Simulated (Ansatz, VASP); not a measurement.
# Lu in VASP and in Ansatz

Contents of INCAR:

```
PREC = Accurate
ENCUT = 520
EDIFF = 1E-6
ISMEAR = -1
SIGMA = 0.1
LREAL = False
LASPH = True
NELM = 100
ALGO = Normal
ISIF = 2
LWAVE = False
LCHARG = False
GGA = PE
NBANDS = 18
```

The input KPOINTS:

```
Automatic mesh
0
Gamma
  14 14 14
```

Contents of POSCAR:

```
Lu
1.0
   -1.7719502835      1.7719502835      1.7719502835
    1.7719502835     -1.7719502835      1.7719502835
    1.7719502835      1.7719502835     -1.7719502835
Lu
1
Direct
    0.0000000000      0.0000000000      0.0000000000
```

Input for Ansatz:

```yaml
crystal:
  lattice:
    - [-1.7719502835, 1.7719502835, 1.7719502835]
    - [1.7719502835, -1.7719502835, 1.7719502835]
    - [1.7719502835, 1.7719502835, -1.7719502835]
  atoms:
    - { symbol: Lu, position: [0.0, 0.0, 0.0] }
kpoints:
  mp_grid: { grid: [14, 14, 14] }
  band_path:
    path:
      - [0.0, 0.0, 0.0]
      - [0.5, -0.5, 0.5]
      - [0.0, 0.0, 0.5]
      - [0.0, 0.0, 0.0]
      - [0.25, 0.25, 0.25]
      - [0.5, -0.5, 0.5]
      - [0.25, 0.25, 0.25]
      - [0.0, 0.0, 0.5]
    npoints: 8
scf:
  occupations: { method: fermi_dirac, width: 0.1 }
hamiltonian:
  xc: pbe
  pseudopotentials: { kind: all_electron, lapw: { basis_error: 0.001 } }
output:
  forces: true
  stress: true
  eigenvalues: true
  populations: true
  dos: { projected: true, de: 0.2, e_range: [-14, 8] }
```

Change from the starting cell: volume scaled by 0.75, LAPW.

Alike in both runs: task single point; functional PBE; k mesh 14 × 14 × 14; occupations fermi-dirac, width 0.1 eV; no spin polarisation.

```csv
,VASP,Ansatz
version,VASP 6.6.1,Ansatz 0.2.0
potentials or method,"VASP PAW PBE potentials, release 64 (Lu), cutoff 520 eV","all-electron LAPW, scalar-relativistic"
```

```tsv
	VASP	Ansatz	Ansatz less VASP
pressure (GPa)	20.0	19.3	-0.71
```

Ansatz ran all-electron here, and VASP with PAW potentials.

Neither program's run includes spin-orbit coupling.
